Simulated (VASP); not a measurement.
A run of VASP 6.6.1 is set up as follows.

INCAR

```
SYSTEM = CrO2
PREC     = Accurate       ! precision mode
ENCUT    = 520            ! plane-wave cutoff, eV
EDIFF    = 1E-6           ! SCF threshold, eV
ISMEAR   = 0              ! smearing method
SIGMA    = 0.05           ! smearing width, eV
LREAL    = .FALSE.        ! projectors in reciprocal space
LASPH    = .TRUE.         ! aspherical terms in the spheres
NELM     = 60             ! most SCF steps
ALGO     = Normal         ! electronic algorithm
ISIF     = 2              ! what is computed and relaxed
LWAVE    = .FALSE.        ! write WAVECAR
LCHARG   = .FALSE.        ! write CHGCAR
GGA      = PE             ! functional
NBANDS   = 33             ! bands
```

Contents of KPOINTS:

```
regular mesh
0
G
  6 6 10
  0 0 0
```

POSCAR

```
CrO2
1.0
    4.4439090576      0.0000000000      0.0000000000
    0.0000000000      4.4439090576      0.0000000000
    0.0000000000      0.0000000000      2.9217460561
Cr O
2 4
Direct
    0.0000000000      0.0000000000      0.0000000000
    0.5000000000      0.5000000000      0.5000000000
    0.3036626104      0.3036626104      0.0000000000
    0.1963373896      0.8036626104      0.5000000000
    0.6963373896      0.6963373896      0.0000000000
    0.8036626104      0.1963373896      0.5000000000
```

Potentials or basis: VASP PAW PBE potentials, release 64 (Cr_pv, O).

Launch:

```bash
$ cat potpaw_PBE.64/Cr_pv/POTCAR potpaw_PBE.64/O/POTCAR > POTCAR
$ mpirun -np 1 vasp_std > vasp.out
```

(1) Estimate the pressure.

(2) What does it give for the band gap on the k mesh?

Results:

(1) -6.6 GPa.

(2) zero (bands 24 and 25 overlap by 0.58 eV).

Caveat: the stress differs along the axes, from -20 to 0 GPa; the run has no spin polarisation, though such a crystal can be magnetic; semilocal functionals often make such compounds metallic where correlation or magnetic order opens a gap, which also shifts bond lengths.
